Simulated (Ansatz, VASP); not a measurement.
Si: VASP beside Ansatz

Contents of INCAR:

```
PREC = Accurate ; ENCUT = 520
EDIFF = 1E-6 ; ISMEAR = -1
SIGMA = 0.1 ; LREAL = F
LASPH = T ; NELM = 60
ALGO = Normal ; ISIF = 2
LWAVE = F ; LCHARG = T
LELF = T ; LVHAR = T
NBANDS = 16
```

Contents of KPOINTS:

```
regular mesh
0
Gamma
  15 15 4
```

File POSCAR:

```
Si
1.0
    2.6101044197      0.0000000000      0.0000000000
   -1.3050522098      2.2604167340      0.0000000000
    0.0000000000      0.0000000000      8.6601347039
Si
4
Direct
    0.0000000000      0.0000000000      1.0000000000
    1.0000000000      0.0000000000      0.5000000000
    0.3333333333      0.6666666667      0.2500000000
    0.6666666667      0.3333333333      0.7500000000
```

Input for Ansatz:

```yaml
crystal:
  lattice:
    - [2.6101044197, 0.0, 0.0]
    - [-1.3050522098, 2.260416734, 0.0]
    - [0.0, 0.0, 8.6601347039]
  atoms:
    - { symbol: Si, position: [0.0, 0.0, 1.0] }
    - { symbol: Si, position: [1.0, 0.0, 0.5] }
    - { symbol: Si, position: [0.3333333333, 0.6666666667, 0.25] }
    - { symbol: Si, position: [0.6666666667, 0.3333333333, 0.75] }
hamiltonian:
  xc: lda
  pseudopotentials:
    kind: paw
    azcp:
      Si: "pseudopotentials/Si.paw.azcp"
basis:
  ecutwfc: 420
  fft_grid_basis: typed
kpoints:
  mp_grid: { grid: [15, 15, 4], shift: [0, 0, 0] }
magnetization:
  spin_polarized: false
scf:
  occupations: { method: fermi_dirac, width: 0.1 }
  lower_state_search: "off"
output:
  stress: true
  write_density: true
  write_potential: true
  elf: true
  volumetric_format: npy
```

Alike in both runs: task single point; functional LDA; k mesh 15 × 15 × 4; occupations fermi-dirac, width 0.1 eV; no spin polarisation.

```csv
,VASP,Ansatz
version,VASP 6.6.1,Ansatz 0.2.0
potentials or method,"VASP PAW LDA potentials, release 64 (Si), cutoff 520 eV","plane waves (420 eV) with PAW, scalar-relativistic"
valence electrons in the cell,16,16
```

```tsv
	VASP	Ansatz	Ansatz less VASP
pressure (GPa)	9.1	9.0	-0.10
traceless stress, the component that is largest in VASP (GPa)	2.11	2.10	-0.012
```

Ansatz warns that its potentials were made for another functional, while VASP's fit it. LDA's correlation is that of Perdew and Zunger in VASP and of Perdew and Wang (1992) in Ansatz.
